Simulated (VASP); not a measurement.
## Mg: single point with PBE+D3(BJ)

Mg:

```
Mg
1.0
     3.05030    0.00000    0.00000
    -1.52515    2.64164    0.00000
     0.00000    0.00000    3.04484
Mg
1
Direct
  0.00000 0.00000 0.00000
```

This isn't the form of Mg at room conditions, which is hcp.

* Program: VASP 6.6.1
* Task: single point
* Functional: PBE
* Dispersion: D3(BJ)
* Potentials or basis: VASP PAW PBE potentials, release 64 (Mg)
* Cutoff: 520 eV
* k mesh: 10 × 10 × 9
* Occupations: fermi-dirac, width 0.05 eV
* Spin: no spin polarisation
* Dipole correction: no
* Further INCAR settings: ALGO = Fast; EDIFF = 1e-06; NBANDS = 7

```
Pressure                   : -0.6 GPa
Band gap on the k mesh     : zero (bands 1 and 2 overlap by 3.53 eV)
Dispersion energy per atom : -0.267 eV
```

Stress tensor (GPa, compression positive):
```
-0.23  0.00  0.00
 0.00 -0.23  0.00
 0.00  0.00 -1.49
```

Levels at points of the mesh, in eV from the Fermi level:
```tsv
k point	band 1	band 2	band 3	band 4	band 5	band 6
(0.00, 0.00, 0.00)	-6.60	8.05	8.78	12.61	12.61	13.70
(0.50, 0.00, 0.00)	-1.54	-1.12	8.29	8.66	12.94	13.76
```

It took 5 s on 1 thread of Intel Xeon 8259CL, on a shared host, peak memory 0.15 GiB.

Caveat: three body term missing.
